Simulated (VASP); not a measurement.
# Ni (R-3m) in VASP: notebook

Ni is run at these levels: LDA; tasks: single point.

Program: VASP 6.6.1. These are calculated values, not measurements. Logs are shortened: lines on timing, memory, paths and dates and some standing lists are left out, and cuts for length are marked.

## (1) The cell of the first run

It takes space group R-3m (No. 166, trigonal). The conventional cell has a = 2.463 Å, b = 2.463 Å, c = 6.308 Å, α = 90.00°, β = 90.00°, γ = 120.00°. Within 3.3 Å of Ni (site symmetry -3m) lie 12 Ni at 2.46 to 2.54 Å.

## (2) Single point, LDA, collinear spin, ferromagnetic start (equal xy, yz and zx shear strains of +3 %)

INCAR reads:

```
ALGO = Normal
EDIFF = 1E-7
ENCUT = 520
ISIF = 2
ISMEAR = -1
ISPIN = 2
LASPH = True
LCHARG = False
LMAXMIX = 4
LORBIT = 11
LREAL = False
LWAVE = False
MAGMOM = 1.5
NBANDS = 15
NELM = 150
PREC = Accurate
SIGMA = 0.05
```

KPOINTS reads:

```
k-points
0
Gamma
  20 20 20
```

POSCAR reads:

```
Ni
1.0
    0.0530385000      1.7944692500      1.7944692500
    1.7944692500      0.0530385000      1.7944692500
    1.7944692500      1.7944692500      0.0530385000
Ni
1
Direct
    0.0000000000      0.0000000000      0.0000000000
```

Potentials or basis: VASP PAW LDA potentials, release 64 (Ni).

Run with:

```
$ cat potpaw_LDA.64/Ni/POTCAR > POTCAR
$ mpirun -np 1 vasp_std > vasp.out
```

OUTCAR:

```text
EDIFF = 1E-7
   ENCUT = 520
   ISIF = 2
   ISMEAR = -1
   ISPIN = 2
   LASPH = True
   LORBIT = 11
   LREAL = False
   NELM = 150
   PREC = Accurate

 ion  position               nearest neighbor table
   1  0.000  0.000  0.000-

  LATTYP: Found a trigonal (rhomboedric) cell.
 ALAT       =     2.5383169347
 COS(alpha) =     0.5293254421

  Lattice vectors:

 A1 = (   0.0530385000,   1.7944692500,   1.7944692500)
 A2 = (   1.7944692500,   0.0530385000,   1.7944692500)
 A3 = (   1.7944692500,   1.7944692500,   0.0530385000)

Analysis of symmetry for initial positions (statically):
=====================================================================
 Subroutine PRICEL returns:
 Original cell was already a primitive cell.

 Routine SETGRP: Setting up the symmetry group for a
 trigonal (rhombohedral) supercell.

 Subroutine GETGRP returns: Found 12 space group operations
 (whereof 12 operations were pure point group operations)
 out of a pool of 12 trial point group operations.

The static configuration has the point symmetry D_3d.

Analysis of symmetry for dynamics (positions and initial velocities):
=====================================================================
 Subroutine PRICEL returns:
 Original cell was already a primitive cell.

 Routine SETGRP: Setting up the symmetry group for a
 trigonal (rhombohedral) supercell.

 Subroutine GETGRP returns: Found 12 space group operations
 (whereof 12 operations were pure point group operations)
 out of a pool of 12 trial point group operations.

The dynamic configuration has the point symmetry D_3d.

Analysis of structural, dynamic, and magnetic symmetry:
=====================================================================
 Subroutine PRICEL returns:
 Original cell was already a primitive cell.

 Routine SETGRP: Setting up the symmetry group for a
 trigonal (rhombohedral) supercell.

 Subroutine GETGRP returns: Found 12 space group operations
 (whereof 12 operations were pure point group operations)
 out of a pool of 12 trial point group operations.

The overall configuration has the point symmetry D_3d.

 Subroutine INISYM returns: Found 12 space group operations
 (whereof 12 operations are pure point group operations),
 and found     1 'primitive' translations

----------------------------------------------------------------------------------------

                                     Primitive cell

  volume of cell :      11.0446

  direct lattice vectors                    reciprocal lattice vectors
     0.053038500  1.794469250  1.794469250    -0.291301594  0.282938869  0.282938869
     1.794469250  0.053038500  1.794469250     0.282938869 -0.291301594  0.282938869
     1.794469250  1.794469250  0.053038500     0.282938869  0.282938869 -0.291301594

  length of vectors
     2.538316935  2.538316935  2.538316935     0.494939820  0.494939820  0.494939820

  position of ions in fractional coordinates (direct lattice)
     0.000000000  0.000000000  0.000000000

  ion indices of the primitive-cell ions
   primitive index   ion index
                 1           1

----------------------------------------------------------------------------------------

 KPOINTS: k-points

Automatic generation of k-mesh.
 Grid dimensions read from file:
 generate k-points for:   20   20   20

 Generating k-lattice:

  Cartesian coordinates                     Fractional coordinates (reciprocal lattice)
    -0.014565080  0.014146943  0.014146943     0.050000000  0.000000000  0.000000000
     0.014146943 -0.014565080  0.014146943     0.000000000  0.050000000  0.000000000
     0.014146943  0.014146943 -0.014565080     0.000000000  0.000000000  0.050000000

  Length of vectors
     0.024746991  0.024746991  0.024746991

  Shift w.r.t. Gamma in fractional coordinates (k-lattice)
     0.000000000  0.000000000  0.000000000

 Subroutine IBZKPT returns following result:
 ===========================================

 Found    781 irreducible k-points:

 Following reciprocal coordinates:
            Coordinates               Weight
  0.000000  0.000000  0.000000      1.000000
  0.050000  0.000000  0.000000      6.000000
  0.100000  0.000000  0.000000      6.000000
  0.150000  0.000000  0.000000      6.000000
  0.200000  0.000000  0.000000      6.000000
  0.250000 -0.000000 -0.000000      6.000000
[... 16 lines left out ...]
 -0.400000  0.050000  0.000000     12.000000
 -0.350000  0.050000 -0.000000     12.000000
 [... further k-points ...]
   k-points           NKPTS =    781   k-points in BZ     NKDIM =    781   number of bands    NBANDS=     15
   number of dos      NEDOS =    301   number of ions     NIONS =      1
   total plane-waves  NPLWV =   8000
   dimension x,y,z NGX =    20 NGY =   20 NGZ =   20
   dimension x,y,z NGXF=    40 NGYF=   40 NGZF=   40
   ions per type =               1
   NGX,Y,Z   is equivalent  to a cutoff of  13.10, 13.10, 13.10 a.u.
   NGXF,Y,Z  is equivalent  to a cutoff of  26.20, 26.20, 26.20 a.u.
 SYSTEM =  unknown system
   PREC   = accura    normal or accurate (medium, high low for compatibility)
   ISTART =      0    job   : 0-new  1-cont  2-samecut
   ICHARG =      2    charge: 1-file 2-atom 10-const
   ISPIN  =      2    spin polarized calculation?
   LNONCOLLINEAR =      F non collinear calculations
   LSORBIT =      F    spin-orbit coupling
   LASPH  =      T    aspherical Exc in radial PAW
   ENCUT  =  520.0 eV  38.22 Ry    6.18 a.u.   4.72  4.72  4.72*2*pi/ulx,y,z
   NELM   =    150;   NELMIN=  2; NELMDL= -5     # of ELM steps
   EDIFF  = 0.1E-06   stopping-criterion for ELM
   LREAL  =      F    real-space projection
   EDIFFG = 0.1E-05   stopping-criterion for IOM
   NSW    =      0    number of steps for IOM
   IBRION =     -1    ionic relax: 0-MD 1-quasi-New 2-CG
   NFREE  =      0    steps in history (QN), initial steepest desc. (CG)
   ISIF   =      2    stress and relaxation
   ISYM   =      2    0-nonsym 1-usesym 2-fastsym
   POTIM  = 0.5000    time-step for ionic-motion
   TEBEG  =    0.0;   TEEND  =   0.0 temperature during run
   PSTRESS=    0.0 pullay stress
   NELECT =      10.0000    total number of electrons
   NUPDOWN=      -1.0000    fix difference up-down
   EMIN   =  10.00;   EMAX   =-10.00  energy-range for DOS
   EFERMI =   0.00;   METHOD = LEGACY
   ISMEAR =    -1;   SIGMA  =   0.05  broadening in eV -4-tet -1-fermi 0-gaus
   EFERMI_NEDOS =   21; number of points for ismear=-14 and -15
   IALGO  =     38    algorithm
   IMIX   =      4    mixing-type and parameters
     AMIX     =   0.40;   BMIX     =  1.00
     AMIX_MAG =   1.60;   BMIX_MAG =  1.00
  volume/ion in A,a.u.               =      11.04        74.53
  Fermi-wavevector in a.u.,A,eV,Ry     =   1.583768  2.992888 34.127790  2.508322
  Thomas-Fermi vector in A             =   2.683488
   LORBIT       =     11    0 simple, 1 ext, 2 COOP (PROOUT), +10 PAW based schemes
   GGA     = CA    functional components
   LHFCALC =     F    Hartree Fock is set to
   AEXX    =    0.0000 exact exchange contribution
   IVDW    =     0    specifies the selected vdW correction
   LEPSILON=     F    determine dielectric tensor
   LRPA    =     F    only Hartree local field effects (RPA)
 spin polarized calculation
  energy-cutoff  :      520.00
  volume of cell :       11.04
 maximum number of plane-waves:       308
   NGX =  9   NGY =  9   NGZ =  9

 number of electron      10.0000004 magnetization       0.6090283

 Free energy of the ion-electron system (eV)
  ---------------------------------------------------
  ext. energy  EPLUGINS =         0.00000000
  ---------------------------------------------------
  free energy    TOTEN  =        -6.50917123 eV

  energy without entropy =       -6.49354361  energy(sigma->0) =       -6.50135742

 E-fermi :   8.8051     XC(G=0): -13.5218

 val. band max:        8.8050645407   @ k =  -0.3500   0.3000   0.2500
 cond. band min:       8.8059435012   @ k =  -0.4000   0.4500   0.3000
 fundamental gap:      0.0008789605
 Fermi energy:         8.8051133709

 spin component 1

 k-point     1 :       0.0000    0.0000    0.0000
  band No.  band energies     occupation
      1      -0.0652      1.00000
      2       6.3144      1.00000
      3       6.5717      1.00000
      4       6.5717      1.00000
      5       7.6468      1.00000
      6       7.6468      1.00000
      7      32.1006      0.00000
      8      35.0328      0.00000
      9      36.8677      0.00000
     10      36.8677      0.00000
     11      37.6308      0.00000
     12      39.6766      0.00000
     13      39.6766      0.00000
     14      42.4348      0.00000
     15      47.6055      0.00000
[... 397 lines left out ...]
 k-point    24 :      -0.3500    0.0500   -0.0000
  band No.  band energies     occupation
      1       3.8003      1.00000
      2       6.4370      1.00000
      3       6.7599      1.00000
      4       6.8009      1.00000
      5       7.9344      1.00000
      6       8.3628      0.99986
      7      18.1494      0.00000
      8      30.5470      0.00000
      9      32.0038      0.00000
     10      34.0603      0.00000
     11      35.9557      0.00000
     12      38.1539      0.00000
     13      42.3659      0.00000
     14      47.7210      0.00000
     15      51.1769      0.00000

 [... further k-points ...]

 spin component 2

 k-point     1 :       0.0000    0.0000    0.0000
  band No.  band energies     occupation
      1      -0.0247      1.00000
      2       6.9265      1.00000
      3       7.1968      1.00000
      4       7.1968      1.00000
      5       8.2193      0.99999
      6       8.2193      0.99999
      7      32.0913      0.00000
      8      35.0775      0.00000
      9      36.9160      0.00000
     10      36.9160      0.00000
     11      37.7994      0.00000
     12      39.8334      0.00000
     13      39.8334      0.00000
     14      42.4112      0.00000
     15      47.7604      0.00000
[... 397 lines left out ...]
 k-point    24 :      -0.3500    0.0500   -0.0000
  band No.  band energies     occupation
      1       4.0349      1.00000
      2       6.9997      1.00000
      3       7.1441      1.00000
      4       7.3247      1.00000
      5       8.5712      0.99080
      6       8.9827      0.02789
      7      18.3945      0.00000
      8      30.5926      0.00000
      9      32.0881      0.00000
     10      34.1798      0.00000
     11      36.0768      0.00000
     12      38.2507      0.00000
     13      42.4918      0.00000
     14      47.8628      0.00000
     15      51.4178      0.00000

 [... further k-points ...]

------------------------ aborting loop because EDIFF is reached ----------------------------------------

  FORCE on cell =-STRESS in cart. coord.  units (eV):
  Direction    XX          YY          ZZ          XY          YZ          ZX
  --------------------------------------------------------------------------------------
  -------------------------------------------------------------------------------------
  Total       -1.2911427     -1.2911427     -1.2911427     -0.2293420     -0.2293420     -0.2293420
  in kB     -187.2988867   -187.2988867   -187.2988867    -33.2693736    -33.2693736    -33.2693736
  external PRESSURE =    -187.2988867 kB  Pullay stress =       0.0000000 kB

 VOLUME and BASIS-vectors are now :
 -----------------------------------------------------------------------------
  energy-cutoff  :      520.00
  volume of cell :       11.04
      direct lattice vectors                 reciprocal lattice vectors
     0.053038500  1.794469250  1.794469250    -0.291301594  0.282938869  0.282938869
     1.794469250  0.053038500  1.794469250     0.282938869 -0.291301594  0.282938869
     1.794469250  1.794469250  0.053038500     0.282938869  0.282938869 -0.291301594

 POSITION                                       TOTAL-FORCE (eV/Angst)
 -----------------------------------------------------------------------------------
      0.00000      0.00000      0.00000         0.000000     -0.000000     -0.000000
 -----------------------------------------------------------------------------------
    total drift:                                0.000000      0.000000      0.000000

  FREE ENERGIE OF THE ION-ELECTRON SYSTEM (eV)
  ---------------------------------------------------
  free  energy   TOTEN  =        -6.5091712324 eV

  energy  without entropy=       -6.4935436093  energy(sigma->0) =       -6.50135742

 total charge

# of ion       s       p       d       tot
------------------------------------------
    1        0.494   0.483   8.320   9.297

 magnetization (x)

# of ion       s       p       d       tot
------------------------------------------
    1       -0.005  -0.018   0.638   0.615
```

Wall time 2 min (1 thread of Intel Xeon 6975P-C (Granite Rapids), shared host); peak memory 0.29 GiB.

Results:

* Free energy: -6.5092 eV
* Pressure: -18.7 GPa
* Net moment: 0.61 μB per cell
* Site moments: Ni +0.61 μB
* Valence electrons inside the program's atomic spheres: Ni 9.30

Caveat: the cell differs from its parent crystal (equal xy, yz and zx shear strains of +3 %); the cell stands under tension.

## (3) Single point, LDA, collinear spin, ferromagnetic start (equal xy, yz and zx shear strains of -2 %)

INCAR reads:

```
PREC = Accurate
ENCUT = 520
EDIFF = 1E-6
ISMEAR = -1
SIGMA = 0.05
LREAL = F
LASPH = T
NELM = 150
ALGO = Normal
ISIF = 2
LWAVE = F
LCHARG = F
ISPIN = 2
MAGMOM = 1.5
LORBIT = 11
LMAXMIX = 4
NBANDS = 15
```

KPOINTS reads:

```
regular mesh
0
Gamma
  20 20 20
```

POSCAR reads:

```
Ni
1.0
   -0.0353590000      1.7502705000      1.7502705000
    1.7502705000     -0.0353590000      1.7502705000
    1.7502705000      1.7502705000     -0.0353590000
Ni
1
Direct
    0.0000000000      0.0000000000      0.0000000000
```

Potentials or basis: VASP PAW LDA potentials, release 64 (Ni).

Run with:

```
$ cat potpaw_LDA.64/Ni/POTCAR > POTCAR
$ mpirun -np 1 vasp_std > vasp.out
```

Wall time 83 s (1 thread of Intel Xeon 6975P-C (Granite Rapids), shared host); peak memory 0.28 GiB.

The run converged. Its results:

| Item | Value |
| --- | --- |
| Free energy | -6.5144 eV |
| Pressure | -19.0 GPa |
| Net moment | 0.61 μB per cell |
| Site moments | Ni +0.62 μB |
| Valence electrons inside the program's atomic spheres | Ni 9.29 |

Stress tensor (GPa, compression positive):
```
-18.97   2.18   2.18
  2.18 -18.97   2.18
  2.18   2.18 -18.97
```

Levels at points of the mesh, in eV from the Fermi level:
Spin up:
| k point | band 2 | band 3 | band 4 | band 5 | band 6 | band 7 | band 8 | band 9 |
| --- | --- | --- | --- | --- | --- | --- | --- | --- |
| (0.00, 0.00, 0.00) | -2.38 | -2.38 | -2.18 | -1.17 | -1.17 | 23.57 | 26.80 | 26.80 |
| (0.50, 0.00, 0.00) | -2.43 | -2.17 | -0.56 | -0.48 | -0.32 | 5.47 | 22.28 | 24.21 |
| (0.50, 0.50, 0.00) | -4.04 | -0.49 | -0.37 | -0.34 | 2.46 | 9.15 | 14.14 | 15.15 |
| (0.50, 0.50, 0.50) | -2.32 | -2.32 | -0.49 | -0.49 | 0.09 | 6.05 | 21.76 | 23.64 |
Spin down:
```tsv
k point	band 2	band 3	band 4	band 5	band 6	band 7	band 8	band 9
(0.00, 0.00, 0.00)	-1.76	-1.76	-1.55	-0.60	-0.60	23.55	26.85	26.85
(0.50, 0.00, 0.00)	-1.86	-1.61	-0.29	0.09	0.18	5.85	22.25	24.32
(0.50, 0.50, 0.00)	-3.53	0.11	0.33	0.36	2.50	9.42	14.21	15.21
(0.50, 0.50, 0.50)	-1.77	-1.77	0.12	0.18	0.18	6.42	21.73	23.75
```

Caveat: the cell differs from its parent crystal (equal xy, yz and zx shear strains of -2 %); the cell stands under tension.
